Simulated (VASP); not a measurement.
# Ba (I4/mmm) in VASP: a series of runs

Ba is run at these levels: PBE; tasks: single point.

All numbers are computed with VASP 6.6.1; they aren't measurements. Logs are shortened: lines on timing, memory, paths and dates and some standing lists are left out, and cuts for length are marked.

### Step 1. The cell of the first run

The structure is tetragonal, space group I4/mmm (No. 139). The conventional cell has a = 5.013 Å, b = 5.013 Å, c = 5.063 Å, α = 90.00°, β = 90.00°, γ = 90.00°. Within 5.7 Å of Ba (site symmetry 4/mmm) lie 14 Ba at 4.36 to 5.06 Å.

### Step 2. Single point, PBE

The input, INCAR:

```
SYSTEM = Ba
PREC = Accurate
ENCUT = 520
EDIFF = 1E-7
ISMEAR = -1
SIGMA = 0.05
LREAL = .False.
LASPH = .True.
NELM = 60
ALGO = Normal
ISIF = 2
LWAVE = .False.
LCHARG = .False.
GGA = PE
NBANDS = 11
```

The input, KPOINTS:

```
Automatic mesh
0
Gamma
  8 8 8
  0 0 0
```

The input, POSCAR:

```
Ba
1.0
   -2.5065000000      2.5065000000      2.5315650000
    2.5065000000     -2.5065000000      2.5315650000
    2.5065000000      2.5065000000     -2.5315650000
Ba
1
Direct
    0.0000000000      0.0000000000      0.0000000000
```

Potentials or basis: VASP PAW PBE potentials, release 64 (Ba_sv).

Started as:

```
$ cat potpaw_PBE.64/Ba_sv/POTCAR > POTCAR
$ mpirun -np 1 vasp_std > vasp.out
```

OUTCAR:

```text
SYSTEM = Ba
   PREC = Accurate
   ENCUT = 520
   EDIFF = 1E-7
   ISMEAR = -1
   LREAL = .False.
   LASPH = .True.
   NELM = 60
   ISIF = 2
   GGA = PE

 ion  position               nearest neighbor table
   1  0.000  0.000  0.000-

  LATTYP: Found a body centered tetragonal cell.
 ALAT       =     5.0130000000
 C/A-ratio  =     1.0100000000

  Lattice vectors:

 A1 = (  -2.5065000000,   2.5065000000,   2.5315650000)
 A2 = (   2.5065000000,  -2.5065000000,   2.5315650000)
 A3 = (   2.5065000000,   2.5065000000,  -2.5315650000)

Analysis of symmetry for initial positions (statically):
=====================================================================
 Subroutine PRICEL returns:
 Original cell was already a primitive cell.

 Routine SETGRP: Setting up the symmetry group for a
 body centered tetragonal supercell.

 Subroutine GETGRP returns: Found 16 space group operations
 (whereof 16 operations were pure point group operations)
 out of a pool of 16 trial point group operations.

The static configuration has the point symmetry D_4h.

Analysis of symmetry for dynamics (positions and initial velocities):
=====================================================================
 Subroutine PRICEL returns:
 Original cell was already a primitive cell.

 Routine SETGRP: Setting up the symmetry group for a
 body centered tetragonal supercell.

 Subroutine GETGRP returns: Found 16 space group operations
 (whereof 16 operations were pure point group operations)
 out of a pool of 16 trial point group operations.

The dynamic configuration has the point symmetry D_4h.

 Subroutine INISYM returns: Found 16 space group operations
 (whereof 16 operations are pure point group operations),
 and found     1 'primitive' translations

----------------------------------------------------------------------------------------

                                     Primitive cell

  volume of cell :      63.6187

  direct lattice vectors                    reciprocal lattice vectors
    -2.506500000  2.506500000  2.531565000     0.000000000  0.199481348  0.197506286
     2.506500000 -2.506500000  2.531565000     0.199481348  0.000000000  0.197506286
     2.506500000  2.506500000 -2.531565000     0.199481348  0.199481348  0.000000000

  length of vectors
     4.355904711  4.355904711  4.355904711     0.280716122  0.280716122  0.282109228

  position of ions in fractional coordinates (direct lattice)
     0.000000000  0.000000000  0.000000000

  ion indices of the primitive-cell ions
   primitive index   ion index
                 1           1

----------------------------------------------------------------------------------------

 KPOINTS: Automatic mesh

Automatic generation of k-mesh.
 Grid dimensions read from file:
 generate k-points for:    8    8    8

 Generating k-lattice:

  Cartesian coordinates                     Fractional coordinates (reciprocal lattice)
     0.000000000  0.024935169  0.024688286     0.125000000  0.000000000  0.000000000
     0.024935169  0.000000000  0.024688286     0.000000000  0.125000000  0.000000000
     0.024935169  0.024935169  0.000000000     0.000000000  0.000000000  0.125000000

  Length of vectors
     0.035089515  0.035089515  0.035263654

  Shift w.r.t. Gamma in fractional coordinates (k-lattice)
     0.000000000  0.000000000  0.000000000

 Subroutine IBZKPT returns following result:
 ===========================================

 Found     59 irreducible k-points:

 Following reciprocal coordinates:
            Coordinates               Weight
  0.000000  0.000000  0.000000      1.000000
  0.125000 -0.000000  0.000000      8.000000
  0.250000 -0.000000  0.000000      8.000000
  0.375000 -0.000000  0.000000      8.000000
  0.500000 -0.000000  0.000000      4.000000
  0.125000  0.125000  0.000000      8.000000
[... 16 lines left out ...]
  0.250000  0.125000  0.125000     16.000000
  0.375000  0.125000  0.125000      8.000000
 [... further k-points ...]
   k-points           NKPTS =     59   k-points in BZ     NKDIM =     59   number of bands    NBANDS=     11
   number of dos      NEDOS =    301   number of ions     NIONS =      1
   total plane-waves  NPLWV =  32768
   dimension x,y,z NGX =    32 NGY =   32 NGZ =   32
   dimension x,y,z NGXF=    64 NGYF=   64 NGZF=   64
   ions per type =               1
   NGX,Y,Z   is equivalent  to a cutoff of  12.21, 12.21, 12.21 a.u.
   NGXF,Y,Z  is equivalent  to a cutoff of  24.43, 24.43, 24.43 a.u.
 SYSTEM =  Ba
   PREC   = accura    normal or accurate (medium, high low for compatibility)
   ISTART =      0    job   : 0-new  1-cont  2-samecut
   ICHARG =      2    charge: 1-file 2-atom 10-const
   ISPIN  =      1    spin polarized calculation?
   LNONCOLLINEAR =      F non collinear calculations
   LSORBIT =      F    spin-orbit coupling
   LASPH  =      T    aspherical Exc in radial PAW
   ENCUT  =  520.0 eV  38.22 Ry    6.18 a.u.   8.10  8.10  8.10*2*pi/ulx,y,z
   NELM   =     60;   NELMIN=  2; NELMDL= -5     # of ELM steps
   EDIFF  = 0.1E-06   stopping-criterion for ELM
   LREAL  =      F    real-space projection
   EDIFFG = 0.1E-05   stopping-criterion for IOM
   NSW    =      0    number of steps for IOM
   IBRION =     -1    ionic relax: 0-MD 1-quasi-New 2-CG
   NFREE  =      0    steps in history (QN), initial steepest desc. (CG)
   ISIF   =      2    stress and relaxation
   ISYM   =      2    0-nonsym 1-usesym 2-fastsym
   POTIM  = 0.5000    time-step for ionic-motion
   TEBEG  =    0.0;   TEEND  =   0.0 temperature during run
   PSTRESS=    0.0 pullay stress
   NELECT =      10.0000    total number of electrons
   NUPDOWN=      -1.0000    fix difference up-down
   EMIN   =  10.00;   EMAX   =-10.00  energy-range for DOS
   EFERMI =   0.00;   METHOD = LEGACY
   ISMEAR =    -1;   SIGMA  =   0.05  broadening in eV -4-tet -1-fermi 0-gaus
   EFERMI_NEDOS =   21; number of points for ismear=-14 and -15
   IALGO  =     38    algorithm
   IMIX   =      4    mixing-type and parameters
     AMIX     =   0.40;   BMIX     =  1.00
     AMIX_MAG =   1.60;   BMIX_MAG =  1.00
  volume/ion in A,a.u.               =      63.62       429.32
  Fermi-wavevector in a.u.,A,eV,Ry     =   0.883514  1.669599 10.620662  0.780597
  Thomas-Fermi vector in A             =   2.004290
   LORBIT       =      0    0 simple, 1 ext, 2 COOP (PROOUT), +10 PAW based schemes
   GGA     = PE    functional components
   LHFCALC =     F    Hartree Fock is set to
   AEXX    =    0.0000 exact exchange contribution
   IVDW    =     0    specifies the selected vdW correction
   LEPSILON=     F    determine dielectric tensor
   LRPA    =     F    only Hartree local field effects (RPA)
 non-spin polarized calculation
  energy-cutoff  :      520.00
  volume of cell :       63.62
 maximum number of plane-waves:      1727
   NGX = 17   NGY = 17   NGZ = 17

 number of electron      10.0000000 magnetization

 Free energy of the ion-electron system (eV)
  ---------------------------------------------------
  ext. energy  EPLUGINS =         0.00000000
  ---------------------------------------------------
  free energy    TOTEN  =        -1.91639266 eV

  energy without entropy =       -1.90829638  energy(sigma->0) =       -1.91234452

 E-fermi :   1.5998     XC(G=0):  -7.3774

 val. band max:        1.5454127629   @ k =  -0.3750  -0.3750   0.2500
 cond. band min:       1.7250508467   @ k =   0.3750   0.2500   0.1250
 fundamental gap:      0.1796380838
 Fermi energy:         1.5998225223

 k-point     1 :       0.0000    0.0000    0.0000
  band No.  band energies     occupation
      1     -27.2870      2.00000
      2     -12.2421      2.00000
      3     -12.2417      2.00000
      4     -12.2417      2.00000
      5      -1.1308      2.00000
      6       3.4153      0.00000
      7       3.4153      0.00000
      8       3.4739      0.00000
      9       4.7781      0.00000
     10       4.8640      0.00000
     11       8.4702      0.00000

 k-point     2 :       0.1250   -0.0000    0.0000
  band No.  band energies     occupation
      1     -27.2809      2.00000
      2     -12.3115      2.00000
      3     -12.2630      2.00000
      4     -12.2422      2.00000
      5      -0.8481      2.00000
      6       3.2240      0.00000
      7       3.2679      0.00000
      8       3.7379      0.00000
      9       4.5167      0.00000
     10       4.8294      0.00000
     11       8.8058      0.00000

 k-point     3 :       0.2500   -0.0000    0.0000
  band No.  band energies     occupation
      1     -27.2663      2.00000
      2     -12.4729      2.00000
      3     -12.3138      2.00000
      4     -12.2428      2.00000
      5      -0.1324      2.00000
      6       2.7613      0.00000
      7       2.7957      0.00000
      8       4.5571      0.00000
      9       4.5794      0.00000
     10       4.8886      0.00000
     11       8.8054      0.00000

 k-point     4 :       0.3750   -0.0000    0.0000
  band No.  band energies     occupation
      1     -27.2517      2.00000
      2     -12.6262      2.00000
      3     -12.3635      2.00000
      4     -12.2435      2.00000
      5       0.5470      2.00000
      6       2.4532      0.00000
      7       2.5877      0.00000
      8       4.7825      0.00000
      9       5.1360      0.00000
     10       5.8355      0.00000
     11       7.7933      0.00000
[... 239 lines left out ...]
 k-point    22 :       0.1250    0.1250    0.1250
  band No.  band energies     occupation
      1     -27.2596      2.00000
      2     -12.5364      2.00000
      3     -12.2981      2.00000
      4     -12.2964      2.00000
      5       0.3294      2.00000
      6       2.4426      0.00000
      7       2.4678      0.00000
      8       4.8924      0.00000
      9       4.9194      0.00000
     10       5.3990      0.00000
     11       9.4630      0.00000

 k-point    23 :       0.2500    0.1250    0.1250
  band No.  band energies     occupation
      1     -27.2487      2.00000
      2     -12.6054      2.00000
      3     -12.3801      2.00000
      4     -12.3048      2.00000
      5       1.0943      1.99992
      6       2.2277      0.00001
      7       2.2595      0.00000
      8       5.0291      0.00000
      9       5.2633      0.00000
     10       6.5218      0.00000
     11       7.6654      0.00000

 k-point    24 :       0.3750    0.1250    0.1250
  band No.  band energies     occupation
      1     -27.2442      2.00000
      2     -12.6222      2.00000
      3     -12.4256      2.00000
      4     -12.3082      2.00000
      5       1.3084      1.99413
      6       2.1551      0.00003
      7       2.5076      0.00000
      8       5.0351      0.00000
      9       5.4018      0.00000
     10       6.6094      0.00000
     11       7.3368      0.00000

 [... further k-points ...]

------------------------ aborting loop because EDIFF is reached ----------------------------------------

  FORCE on cell =-STRESS in cart. coord.  units (eV):
  Direction    XX          YY          ZZ          XY          YZ          ZX
  --------------------------------------------------------------------------------------
  -------------------------------------------------------------------------------------
  Total       -0.0137370     -0.0137370     -0.0332334      0.0000000     -0.0000000      0.0000000
  in kB       -0.3459528     -0.3459528     -0.8369517      0.0000000     -0.0000000      0.0000000
  external PRESSURE =      -0.5096191 kB  Pullay stress =       0.0000000 kB

 VOLUME and BASIS-vectors are now :
 -----------------------------------------------------------------------------
  energy-cutoff  :      520.00
  volume of cell :       63.62
      direct lattice vectors                 reciprocal lattice vectors
    -2.506500000  2.506500000  2.531565000     0.000000000  0.199481348  0.197506286
     2.506500000 -2.506500000  2.531565000     0.199481348  0.000000000  0.197506286
     2.506500000  2.506500000 -2.531565000     0.199481348  0.199481348  0.000000000

 POSITION                                       TOTAL-FORCE (eV/Angst)
 -----------------------------------------------------------------------------------
      0.00000      0.00000      0.00000         0.000000      0.000000     -0.000000
 -----------------------------------------------------------------------------------
    total drift:                                0.000000      0.000000     -0.000000

  FREE ENERGIE OF THE ION-ELECTRON SYSTEM (eV)
  ---------------------------------------------------
  free  energy   TOTEN  =        -1.9163926635 eV

  energy  without entropy=       -1.9082963831  energy(sigma->0) =       -1.91234452
```

Wall time 50 s (1 thread of AMD EPYC 7R13, shared host); peak memory 0.16 GiB.

What came out:

| Property | Result |
| --- | --- |
| Free energy | -1.9164 eV |
| Pressure | -0.1 GPa |
| Band gap on the k mesh | zero (bands 5 and 6 overlap by 1.02 eV) |

Caveat: spin-orbit coupling is left out, which moves the levels of the heavy elements.

### Step 3. Single point, PBE

This run uses another cell than the first one, of 64.25 Å³/atom.

The input, INCAR:

```
SYSTEM = Ba
ALGO = Normal ; EDIFF = 1E-7
ENCUT = 520 ; GGA = PE
ISIF = 2 ; ISMEAR = -1
LASPH = .TRUE. ; LCHARG = .TRUE.
LELF = .TRUE. ; LREAL = .FALSE.
LVHAR = .TRUE. ; LWAVE = .FALSE.
NBANDS = 11 ; NELM = 80
PREC = Accurate ; SIGMA = 0.05
```

The input, KPOINTS:

```
k-points
0
G
  8 8 8
  0 0 0
```

The input, POSCAR:

```
Ba
1.0
   -2.5065000000      2.5065000000      2.5566300000
    2.5065000000     -2.5065000000      2.5566300000
    2.5065000000      2.5065000000     -2.5566300000
Ba
1
Direct
    0.0000000000      0.0000000000      0.0000000000
```

Potentials or basis: VASP PAW PBE potentials, release 64 (Ba_sv).

Started as:

```
$ cat potpaw_PBE.64/Ba_sv/POTCAR > POTCAR
$ mpirun -np 1 vasp_std > vasp.out
```

It took 72 s on 1 thread of AMD EPYC 7R13, shared host; peak memory 0.19 GiB.

The run converged. Its results:

```
Free energy            : -1.9159 eV
Pressure               : -0.1 GPa
Band gap on the k mesh : zero (bands 5 and 6 overlap by 0.97 eV)
```

Stress tensor (GPa, compression positive):
```
-0.11  0.00  0.00
 0.00 -0.11  0.00
 0.00  0.00 -0.20
```

Levels at points of the mesh, in eV from the Fermi level:
```tsv
k point	band 2	band 3	band 4	band 5	band 6	band 7	band 8	band 9
(0.00, 0.00, 0.00)	-13.87	-13.87	-13.87	-2.73	1.78	1.78	1.90	3.11
(0.50, 0.00, 0.00)	-14.30	-14.00	-13.87	-0.87	0.75	1.18	3.09	3.71
(0.50, 0.50, 0.00)	-14.30	-14.01	-13.87	-0.86	0.63	1.24	3.26	3.78
(0.50, 0.50, 0.50)	-14.18	-14.16	-14.16	-0.52	-0.49	4.13	4.35	4.35
```

Caveat: spin-orbit coupling is left out, which moves the levels of the heavy elements.

### Step 4. Single point, PBE

This run uses another cell than the first one, of 65.51 Å³/atom.

The input, INCAR:

```
ALGO = Normal
EDIFF = 1E-7
ENCUT = 520
GGA = PE
ISIF = 2
ISMEAR = -1
LASPH = True
LCHARG = False
LREAL = False
LWAVE = False
NBANDS = 11
NELM = 80
PREC = Accurate
SIGMA = 0.05
```

The input, KPOINTS:

```
k-points
0
Gamma
  8 8 8
```

The input, POSCAR:

```
Ba
1.0
   -2.5065000000      2.5065000000      2.6067600000
    2.5065000000     -2.5065000000      2.6067600000
    2.5065000000      2.5065000000     -2.6067600000
Ba
1
Direct
    0.0000000000      0.0000000000      0.0000000000
```

Started as:

```
$ cat potpaw_PBE.64/Ba_sv/POTCAR > POTCAR
$ mpirun -np 1 vasp_std > vasp.out
```

It took 68 s on 1 thread of AMD EPYC 7R13, shared host; peak memory 0.19 GiB.

Results (log left out):

* Free energy: -1.9135 eV
* Pressure: -0.3 GPa
* Band gap on the k mesh: zero (bands 5 and 6 overlap by 0.88 eV)

Stress tensor (GPa, compression positive):
```
-0.24  0.00  0.00
 0.00 -0.24  0.00
 0.00  0.00 -0.40
```

Levels at points of the mesh, in eV from the Fermi level:
```csv
k point,band 2,band 3,band 4,band 5,band 6,band 7,band 8,band 9
"(0.00, 0.00, 0.00)",-13.92,-13.92,-13.92,-2.72,1.72,1.72,1.94,2.97
"(0.50, 0.00, 0.00)",-14.32,-14.04,-13.92,-0.87,0.78,1.10,2.95,3.65
"(0.50, 0.50, 0.00)",-14.32,-14.06,-13.93,-0.84,0.55,1.22,3.30,3.76
"(0.50, 0.50, 0.50)",-14.22,-14.19,-14.19,-0.52,-0.45,3.89,4.32,4.32
```

Caveat: spin-orbit coupling is left out, which moves the levels of the heavy elements.

### Step 5. Summary

| cell | gap on the mesh (eV) | pressure (GPa) |
| --- | --- | --- |
| a = 4.356 Å, angles 109.7, 109.7, 108.9°, 1 atom | none | -0.1 |
| a = 4.371 Å, angles 110.0, 110.0, 108.4°, 1 atom | none | -0.1 |
| a = 4.400 Å, angles 110.5, 110.5, 107.3°, 1 atom | none | -0.3 |

Alike in all rows: task single point; level PBE; potentials or basis VASP PAW PBE potentials, release 64 (Ba_sv); no spin polarisation; k mesh 8 × 8 × 8; cutoff (eV) 520; smearing fermi-dirac 0.05 eV.

Caveats: spin-orbit coupling is left out, which moves the levels of the heavy elements.

Absolute energies hang on the potentials; compare differences alone.

The gap in the log of VASP goes by the Fermi energy; the results here count the filled bands.